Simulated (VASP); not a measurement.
B, 1 atom in the cell. The structure is hexagonal, space group P6/mmm (No. 191). The conventional cell has a = 1.702 Å, b = 1.702 Å, c = 3.635 Å, α = 90.00°, β = 90.00°, γ = 120.00°. Within 2.3 Å of B (site symmetry 6/mmm) lie 6 B at 1.70 Å. 

- Program: VASP 6.6.1
- Task: relaxation of cell and atoms
- Functional: r2SCAN
- Potentials or basis: VASP PAW PBE potentials, release 64 (B)
- Cutoff: 600 eV
- k mesh: 15 × 15 × 6
- Occupations: fermi-dirac, width 0.15 eV
- Spin: no spin polarisation
- Dipole correction: no
- Further INCAR settings: ALGO = Normal; EDIFF = 1e-06; IBRION = 2; EDIFFG = -0.02; NSW = 60; ISIF = 3

Potentials or basis: VASP PAW PBE potentials, release 64 (B).

Launch:

```bash
$ cat potpaw_PBE.64/B/POTCAR > POTCAR
$ cp INCAR.step1 INCAR
$ mpirun -np 1 vasp_std > vasp.out
$ cp INCAR.step2 INCAR
$ mpirun -np 1 vasp_std > vasp.out
```

Hardware: 1 thread of Intel(R) Xeon(R) Platinum 8488C (Sapphire Rapids), with other jobs on the host.

Q: Estimate the wall time of this run.

A: Wall time 26 s on 1 thread of Intel(R) Xeon(R) Platinum 8488C (Sapphire Rapids), on a shared host, peak memory 0.12 GiB. Counts: k points 108, ion steps 3.
